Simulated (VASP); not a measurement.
# Si (Fd-3m) in VASP: a series of runs, part 3 of 3

VASP 6.6.1.

## Step 6: Single point, LDA

INCAR reads:

```
  PREC = Accurate
  ENCUT = 500
  EDIFF = 1E-6
  ISMEAR = -1
  SIGMA = 0.3
  LREAL = F
  LASPH = T
  NELM = 120
  ALGO = Normal
  ISIF = 2
  LWAVE = F
  LCHARG = F
  GGA = CA
  NBANDS = 11
  GGA_COMPAT = F
```

KPOINTS reads:

```
Automatic mesh
0
Gamma
  10 10 10
```

POSCAR reads:

```
Si
1.0
    0.0000000000      2.7016643793      2.7016643793
    2.7016643793      0.0000000000      2.7016643793
    2.7016643793      2.7016643793      0.0000000000
Si
2
Direct
    0.5000000000      0.5000000000      0.5000000000
    0.7500000000      0.7500000000      0.7500000000
```

Potentials or basis: VASP PAW LDA potentials, release 64 (Si).

Launch:

```bash
cat potpaw_LDA.64/Si/POTCAR > POTCAR
mpirun -np 1 vasp_std > vasp.out
```

OUTCAR:

```text
PREC = Accurate
   ENCUT = 500
   EDIFF = 1E-6
   ISMEAR = -1
   LREAL = F
   LASPH = T
   NELM = 120
   ISIF = 2
   GGA = CA

 ion  position               nearest neighbor table
   1  0.500  0.500  0.500-   2 2.34   2 2.34   2 2.34   2 2.34
   2  0.750  0.750  0.750-   1 2.34   1 2.34   1 2.34   1 2.34

  LATTYP: Found a face centered cubic cell.
 ALAT       =     5.4033287586

  Lattice vectors:

 A1 = (   0.0000000000,   2.7016643793,   2.7016643793)
 A2 = (   2.7016643793,   0.0000000000,   2.7016643793)
 A3 = (   2.7016643793,   2.7016643793,   0.0000000000)

Analysis of symmetry for initial positions (statically):
=====================================================================
 Subroutine PRICEL returns:
 Original cell was already a primitive cell.

 Routine SETGRP: Setting up the symmetry group for a
 face centered cubic supercell.

 Subroutine GETGRP returns: Found 48 space group operations
 (whereof 24 operations were pure point group operations)
 out of a pool of 48 trial point group operations.

The static configuration has the point symmetry T_d .
 The point group associated with its full space group is O_h .

Analysis of symmetry for dynamics (positions and initial velocities):
=====================================================================
 Subroutine PRICEL returns:
 Original cell was already a primitive cell.

 Routine SETGRP: Setting up the symmetry group for a
 face centered cubic supercell.

 Subroutine GETGRP returns: Found 48 space group operations
 (whereof 24 operations were pure point group operations)
 out of a pool of 48 trial point group operations.

The dynamic configuration has the point symmetry T_d .
 The point group associated with its full space group is O_h .

 Subroutine INISYM returns: Found 48 space group operations
 (whereof 24 operations are pure point group operations),
 and found     1 'primitive' translations
[... 112 lines left out ...]
   IALGO  =     38    algorithm
   IMIX   =      4    mixing-type and parameters
     AMIX     =   0.40;   BMIX     =  1.00
     AMIX_MAG =   1.60;   BMIX_MAG =  1.00
  volume/ion in A,a.u.               =      19.72       133.07
  Fermi-wavevector in a.u.,A,eV,Ry     =   0.961900  1.817728 12.588822  0.925252
  Thomas-Fermi vector in A             =   2.091313
   LORBIT       =      0    0 simple, 1 ext, 2 COOP (PROOUT), +10 PAW based schemes
   GGA     = CA    functional components
   LHFCALC =     F    Hartree Fock is set to
   AEXX    =    0.0000 exact exchange contribution
   IVDW    =     0    specifies the selected vdW correction
   LEPSILON=     F    determine dielectric tensor
   LRPA    =     F    only Hartree local field effects (RPA)
 non-spin polarized calculation
  energy-cutoff  :      500.00
  volume of cell :       39.44
 maximum number of plane-waves:      1012
   NGX = 13   NGY = 13   NGZ = 13

 number of electron       8.0000001 magnetization

 Free energy of the ion-electron system (eV)
  ---------------------------------------------------
  ext. energy  EPLUGINS =         0.00000000
  ---------------------------------------------------
  free energy    TOTEN  =       -11.93947014 eV

  energy without entropy =      -11.87088747  energy(sigma->0) =      -11.90517880

 E-fermi :   6.1147     XC(G=0):  -9.6678

 val. band max:        5.9101605629   @ k =   0.0000   0.0000   0.0000
 cond. band min:       6.3740045680   @ k =   0.4000   0.4000   0.0000
 fundamental gap:      0.4638440050
 Fermi energy:         6.1147235339

 k-point     1 :       0.0000    0.0000    0.0000
  band No.  band energies     occupation
      1      -6.1469      2.00000
      2       5.9102      1.32831
      3       5.9102      1.32831
      4       5.9102      1.32831
      5       8.4478      0.00084
      6       8.4478      0.00084
      7       8.4478      0.00084
      8       9.2937      0.00005
      9      13.6536      0.00000
     10      13.6536      0.00000
     11      13.6641      0.00000
[... 309 lines left out ...]
 k-point    24 :       0.4000    0.3000    0.0000
  band No.  band energies     occupation
      1      -3.9563      2.00000
      2       0.4700      2.00000
      3       3.0029      1.99994
      4       3.4436      1.99973
      5       6.8579      0.15492
      6       8.0528      0.00312
      7      12.8597      0.00000
      8      12.9770      0.00000
      9      16.4203      0.00000
     10      16.6933      0.00000
     11      18.0100      0.00000

 [... further k-points ...]
[... 5 lines left out ...]
  --------------------------------------------------------------------------------------
  -------------------------------------------------------------------------------------
  Total       -0.0340559     -0.0340559     -0.0340559     -0.0000000      0.0000000      0.0000000
  in kB       -1.3834970     -1.3834970     -1.3834970     -0.0000000      0.0000000      0.0000000
  external PRESSURE =      -1.3834970 kB  Pullay stress =       0.0000000 kB

 VOLUME and BASIS-vectors are now :
 -----------------------------------------------------------------------------
  energy-cutoff  :      500.00
  volume of cell :       39.44
      direct lattice vectors                 reciprocal lattice vectors
     0.000000000  2.701664379  2.701664379    -0.185071101  0.185071101  0.185071101
     2.701664379  0.000000000  2.701664379     0.185071101 -0.185071101  0.185071101
     2.701664379  2.701664379  0.000000000     0.185071101  0.185071101 -0.185071101

 POSITION                                       TOTAL-FORCE (eV/Angst)
 -----------------------------------------------------------------------------------
      2.70166      2.70166      2.70166         0.000000      0.000000      0.000000
      4.05250      4.05250      4.05250        -0.000000     -0.000000     -0.000000
 -----------------------------------------------------------------------------------
    total drift:                                0.000000      0.000000     -0.000000

  FREE ENERGIE OF THE ION-ELECTRON SYSTEM (eV)
  ---------------------------------------------------
  free  energy   TOTEN  =       -11.9394701418 eV

  energy  without entropy=      -11.8708874671  energy(sigma->0) =      -11.90517880
```

OSZICAR:

```text
N       E                     dE             d eps       ncg     rms          rms(c)
DAV:   1     0.709685430711E+01    0.70969E+01   -0.32653E+03  1034   0.573E+02
DAV:   2    -0.115797414770E+02   -0.18677E+02   -0.17974E+02  1328   0.847E+01
DAV:   3    -0.121968944498E+02   -0.61715E+00   -0.61498E+00  1338   0.139E+01
DAV:   4    -0.122015891370E+02   -0.46947E-02   -0.46938E-02  1214   0.151E+00
DAV:   5    -0.122016375976E+02   -0.48461E-04   -0.48460E-04  1289   0.143E-01    0.509E+00
DAV:   6    -0.120199293026E+02    0.18171E+00   -0.10573E-01  1168   0.129E+00    0.304E+00
DAV:   7    -0.119394405321E+02    0.80489E-01   -0.18129E-01  1171   0.174E+00    0.247E-01
DAV:   8    -0.119395066026E+02   -0.66071E-04   -0.79749E-03  1184   0.483E-01    0.848E-02
DAV:   9    -0.119394657858E+02    0.40817E-04   -0.25954E-04  1232   0.833E-02    0.643E-02
DAV:  10    -0.119394702563E+02   -0.44705E-05   -0.19164E-05  1232   0.253E-02    0.304E-02
DAV:  11    -0.119394701418E+02    0.11446E-06   -0.10410E-06   829   0.550E-03
   1 F= -.11939470E+02 E0= -.11905179E+02  d E =-.685827E-01
```

Wall time 11 s (1 thread of Intel Xeon 6975P-C, shared host); peak memory 0.13 GiB.

Results:

- Free energy: -11.9395 eV
- Pressure: -0.1 GPa
- Band gap on the k mesh: 0.46 eV, indirect (least direct gap 2.54 eV)

A k mesh can miss the band edges. LDA gaps usually lie below the measured ones, often by a third to a half.

## Step 7: Overview

```tsv
smearing	gap on the mesh (eV)	pressure (GPa)
fermi-dirac 0.01 eV	0.45	0.0
fermi-dirac 0.03 eV	0.45	0.0
fermi-dirac 0.1 eV	0.45	0.0
fermi-dirac 0.2 eV	0.46	-0.1
fermi-dirac 0.3 eV	0.46	-0.1
```

Alike in all rows: task single point; level LDA; potentials or basis VASP PAW LDA potentials, release 64 (Si); no spin polarisation; cell as given; k mesh 10 × 10 × 10; cutoff (eV) 500.

On the cell as given the gap runs from 0.45 eV (LDA) to 0.46 eV (LDA).

Total energies depend on the potentials used, so only differences within one code and one set of settings carry meaning.
